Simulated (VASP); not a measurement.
# TaN (F-43m) in VASP: settings compared, part 2 of 2

VASP 6.6.1. The steps go on from the part before.

**4. Single point, PBE**

This run uses another cell than the first one, of 13.45 Å³/atom, 0.870 times its volume.

File INCAR:

```
SYSTEM = TaN
ALGO     = Normal         ! electronic algorithm
EDIFF    = 1E-6           ! SCF threshold, eV
ENCUT    = 520            ! plane-wave cutoff, eV
GGA      = PE             ! functional
ISIF     = 2              ! what is computed and relaxed
ISMEAR   = -1             ! smearing method
LASPH    = .TRUE.         ! aspherical terms in the spheres
LCHARG   = .FALSE.        ! write CHGCAR
LREAL    = .FALSE.        ! projectors in reciprocal space
LWAVE    = .FALSE.        ! write WAVECAR
NBANDS   = 15             ! bands
NELM     = 80             ! most SCF steps
PREC     = Accurate       ! precision mode
SIGMA    = 0.05           ! smearing width, eV
```

File KPOINTS:

```
k-points
0
G
  9 9 9
  0 0 0
```

File POSCAR:

```
TaN
1.0
    0.0000000000      2.3783885901      2.3783885901
    2.3783885901      0.0000000000      2.3783885901
    2.3783885901      2.3783885901      0.0000000000
Ta N
1 1
Direct
    0.0000000000      0.0000000000      0.0000000000
    0.2500000000      0.2500000000      0.2500000000
```

Potentials or basis: VASP PAW PBE potentials, release 64 (Ta_pv, N).

Command:

```bash
cat potpaw_PBE.64/Ta_pv/POTCAR potpaw_PBE.64/N/POTCAR > POTCAR
mpirun -np 1 vasp_std > vasp.out
```

It took 11 s on 1 thread of Intel Xeon 6975P-C, shared host; peak memory 0.16 GiB.

It converged, with:

* Free energy: -21.5193 eV
* Pressure: 0.5 GPa
* Band gap on the k mesh: zero (band 8 reaches 7.35 eV, above the bottom of band 9 at 6.76 eV)

Levels at points of the mesh, in eV from the Fermi level:
```
           k point  band 5  band 6  band 7  band 8  band 9  band 10  band 11  band 12
(0.00, 0.00, 0.00)   -6.93   -6.93   -6.93   -1.13    0.49     0.49     5.69     5.69
```

Caveat: spin-orbit coupling is left out, which moves the levels of the heavy elements.

**5. Single point, BLYP**

This run uses another cell than the first one, of 13.90 Å³/atom, 0.899 times its volume.

File INCAR:

```
PREC     = Accurate       # precision mode
ENCUT    = 520            # plane-wave cutoff, eV
EDIFF    = 1E-7           # SCF threshold, eV
ISMEAR   = -1             # smearing method
SIGMA    = 0.05           # smearing width, eV
LREAL    = False          # projectors in reciprocal space
LASPH    = True           # aspherical terms in the spheres
NELM     = 60             # most SCF steps
ALGO     = Normal         # electronic algorithm
ISIF     = 2              # what is computed and relaxed
LWAVE    = False          # write WAVECAR
LCHARG   = False          # write CHGCAR
GGA      = B5             # functional
ALDAX    = 1.0          
AGGAX    = 1.0          
AGGAC    = 1.0          
ALDAC    = 0.0          
NBANDS   = 15             # bands
```

File KPOINTS:

```
Automatic mesh
0
Gamma
  9 9 9
```

File POSCAR:

```
TaN
1.0
    0.0000000000      2.4042589088      2.4042589088
    2.4042589088      0.0000000000      2.4042589088
    2.4042589088      2.4042589088      0.0000000000
Ta N
1 1
Direct
    0.0000000000      0.0000000000      0.0000000000
    0.2500000000      0.2500000000      0.2500000000
```

Potentials or basis: VASP PAW PBE potentials, release 64 (Ta_pv, N).

Command:

```bash
cat potpaw_PBE.64/Ta_pv/POTCAR potpaw_PBE.64/N/POTCAR > POTCAR
mpirun -np 1 vasp_std > vasp.out
```

OUTCAR:

```text
PREC = Accurate
   ENCUT = 520
   EDIFF = 1E-7
   ISMEAR = -1
   LREAL = False
   LASPH = True
   NELM = 60
   ISIF = 2
   GGA = B5

 ion  position               nearest neighbor table
   1  0.000  0.000  0.000-   2 2.08   2 2.08   2 2.08   2 2.08
   2  0.250  0.250  0.250-   1 2.08   1 2.08   1 2.08   1 2.08

  LATTYP: Found a face centered cubic cell.
 ALAT       =     4.8085178176

  Lattice vectors:

 A1 = (   0.0000000000,   2.4042589088,   2.4042589088)
 A2 = (   2.4042589088,   0.0000000000,   2.4042589088)
 A3 = (   2.4042589088,   2.4042589088,   0.0000000000)

Analysis of symmetry for initial positions (statically):
=====================================================================
 Subroutine PRICEL returns:
 Original cell was already a primitive cell.

 Routine SETGRP: Setting up the symmetry group for a
 face centered cubic supercell.

 Subroutine GETGRP returns: Found 24 space group operations
 (whereof 24 operations were pure point group operations)
 out of a pool of 48 trial point group operations.

The static configuration has the point symmetry T_d .

Analysis of symmetry for dynamics (positions and initial velocities):
[... 165 lines left out ...]

 k-point     1 :       0.0000    0.0000    0.0000
  band No.  band energies     occupation
      1     -28.5727      2.00000
      2     -28.5727      2.00000
      3     -28.5727      2.00000
      4     -10.2067      2.00000
      5       0.2795      2.00000
      6       0.2795      2.00000
      7       0.2795      2.00000
      8       6.0172      2.00000
      9       7.4191      0.00045
     10       7.4191      0.00045
     11      12.4381      0.00000
     12      12.4381      0.00000
     13      12.4381      0.00000
     14      18.8156      0.00000
[... 401 lines left out ...]
      2     -28.7016      2.00000
      3     -28.7016      2.00000
      4      -8.7984      2.00000
      5      -1.0017      2.00000
      6       2.2354      2.00000
      7       2.2354      2.00000
      8       4.7634      2.00000
      9       8.1957      0.00000
     10       8.9622      0.00000
     11      10.0406      0.00000
     12      10.0406      0.00000
     13      15.2365      0.00000
     14      18.0687      0.00000
     15      18.8516      0.00000

 [... further k-points ...]
[... 5 lines left out ...]
  --------------------------------------------------------------------------------------
  -------------------------------------------------------------------------------------
  Total        0.2270119      0.2270119      0.2270119      0.0000000      0.0000000      0.0000000
  in kB       13.0853542     13.0853542     13.0853542      0.0000000      0.0000000      0.0000000
  external PRESSURE =      13.0853542 kB  Pullay stress =       0.0000000 kB

 VOLUME and BASIS-vectors are now :
 -----------------------------------------------------------------------------
  energy-cutoff  :      520.00
  volume of cell :       27.80
      direct lattice vectors                 reciprocal lattice vectors
     0.000000000  2.404258909  2.404258909    -0.207964291  0.207964291  0.207964291
     2.404258909  0.000000000  2.404258909     0.207964291 -0.207964291  0.207964291
     2.404258909  2.404258909  0.000000000     0.207964291  0.207964291 -0.207964291

 POSITION                                       TOTAL-FORCE (eV/Angst)
 -----------------------------------------------------------------------------------
      0.00000      0.00000      0.00000         0.000000      0.000000      0.000000
      1.20213      1.20213      1.20213        -0.000000     -0.000000     -0.000000
 -----------------------------------------------------------------------------------
    total drift:                               -0.000000     -0.000000     -0.000000

  FREE ENERGIE OF THE ION-ELECTRON SYSTEM (eV)
  ---------------------------------------------------
  free  energy   TOTEN  =       -19.8311911176 eV

  energy  without entropy=      -19.8190929082  energy(sigma->0) =      -19.82514201
```

OSZICAR:

```text
N       E                     dE             d eps       ncg     rms          rms(c)
DAV:   1     0.996045055292E+02    0.99605E+02   -0.85962E+03  1050   0.106E+03
DAV:   2    -0.203013200210E+02   -0.11991E+03   -0.11405E+03  1316   0.296E+02
DAV:   3    -0.238880035784E+02   -0.35867E+01   -0.35611E+01  1190   0.498E+01
DAV:   4    -0.239076514520E+02   -0.19648E-01   -0.19640E-01  1386   0.415E+00
DAV:   5    -0.239078157562E+02   -0.16430E-03   -0.16430E-03  1184   0.345E-01    0.225E+01
DAV:   6    -0.200594276555E+02    0.38484E+01   -0.10395E+01  1225   0.319E+01    0.799E+00
DAV:   7    -0.198528764310E+02    0.20655E+00   -0.77716E-01  1170   0.867E+00    0.646E+00
DAV:   8    -0.198459039814E+02    0.69724E-02   -0.23703E-01  1344   0.386E+00    0.231E+00
DAV:   9    -0.198309359207E+02    0.14968E-01   -0.29772E-02  1204   0.140E+00    0.236E-01
DAV:  10    -0.198312259159E+02   -0.29000E-03   -0.12897E-03  1274   0.317E-01    0.156E-01
DAV:  11    -0.198311901471E+02    0.35769E-04   -0.63279E-05  1323   0.671E-02    0.227E-02
DAV:  12    -0.198311912855E+02   -0.11383E-05   -0.14471E-05  1183   0.317E-02    0.701E-03
DAV:  13    -0.198311910474E+02    0.23808E-06   -0.57129E-07  1351   0.785E-03    0.432E-03
DAV:  14    -0.198311911176E+02   -0.70196E-07   -0.20765E-07  1246   0.343E-03
   1 F= -.19831191E+02 E0= -.19825142E+02  d E =-.120982E-01
```

Run time: 23 s. Hardware: 1 thread of Intel Xeon 6975P-C, shared host; peak memory 0.16 GiB.

Results:

- Free energy: -19.8312 eV
- Pressure: 1.3 GPa
- Band gap on the k mesh: zero (band 8 reaches 7.51 eV, above the bottom of band 9 at 6.97 eV)

Caveat: the PAW data sets were made with another functional, which shifts forces and pressure a little; spin-orbit coupling is left out, which moves the levels of the heavy elements.

**6. Single point, PBE**

This run uses another cell than the first one, of 14.53 Å³/atom, 0.940 times its volume.

File INCAR:

```
PREC = Accurate
ENCUT = 520
EDIFF = 1E-6
ISMEAR = -1
SIGMA = 0.05
LREAL = False
LASPH = True
NELM = 60
ALGO = Normal
ISIF = 2
LWAVE = False
LCHARG = True
GGA = PE
LELF = True
LVHAR = True
NBANDS = 15
```

File KPOINTS:

```
regular mesh
0
Gamma
  9 9 9
```

File POSCAR:

```
TaN
1.0
    0.0000000000      2.4402898319      2.4402898319
    2.4402898319      0.0000000000      2.4402898319
    2.4402898319      2.4402898319      0.0000000000
Ta N
1 1
Direct
    0.0000000000      0.0000000000      0.0000000000
    0.2500000000      0.2500000000      0.2500000000
```

Potentials or basis: VASP PAW PBE potentials, release 64 (Ta_pv, N).

Command:

```bash
cat potpaw_PBE.64/Ta_pv/POTCAR potpaw_PBE.64/N/POTCAR > POTCAR
mpirun -np 1 vasp_std > vasp.out
```

Run time: 14 s. Hardware: 1 thread of Intel Xeon 6975P-C, shared host; peak memory 0.16 GiB.

The run converged. Its results:

```yaml
Free_energy: -21.4100 eV
Pressure: -15.9 GPa
Band_gap_on_the_k_mesh: zero (band 8 reaches 6.56 eV, above the bottom of band 9 at 6.03 eV)
```

Levels at points of the mesh, in eV from the Fermi level:
```
           k point  band 5  band 6  band 7  band 8  band 9  band 10  band 11  band 12
(0.00, 0.00, 0.00)   -6.44   -6.44   -6.44   -1.23    0.43     0.43     5.25     5.25
```

Caveat: spin-orbit coupling is left out, which moves the levels of the heavy elements.

**7. Summary**

| level | potentials or basis | cell | k mesh | gap on the mesh (eV) | pressure (GPa) |
| --- | --- | --- | --- | --- | --- |
| PBE | VASP PAW PBE potentials, release 64 (Ta_pv, N) | a = 3.523 Å, angles 60.0°, 2 atoms | 4 × 4 × 4 | none | -24.8 |
| LDA | VASP PAW LDA potentials, release 64 (Ta_pv, N) | a = 3.313 Å, angles 60.0°, 2 atoms | 9 × 9 × 9 | none | 1.4 |
| PBE | VASP PAW PBE potentials, release 64 (Ta_pv, N) | a = 3.364 Å, angles 60.0°, 2 atoms | 9 × 9 × 9 | none | 0.5 |
| BLYP | VASP PAW PBE potentials, release 64 (Ta_pv, N) | a = 3.400 Å, angles 60.0°, 2 atoms | 9 × 9 × 9 | none | 1.3 |
| PBE | VASP PAW PBE potentials, release 64 (Ta_pv, N) | a = 3.451 Å, angles 60.0°, 2 atoms | 9 × 9 × 9 | none | -15.9 |

Alike in all rows: task single point; no spin polarisation; cutoff (eV) 520; smearing fermi-dirac 0.05 eV.

Caveats: some runs use coarse meshes; spin-orbit coupling is left out, which moves the levels of the heavy elements; the PAW data sets were made with another functional, which shifts forces and pressure a little (some runs).

Absolute energies hang on the potentials; compare differences alone.
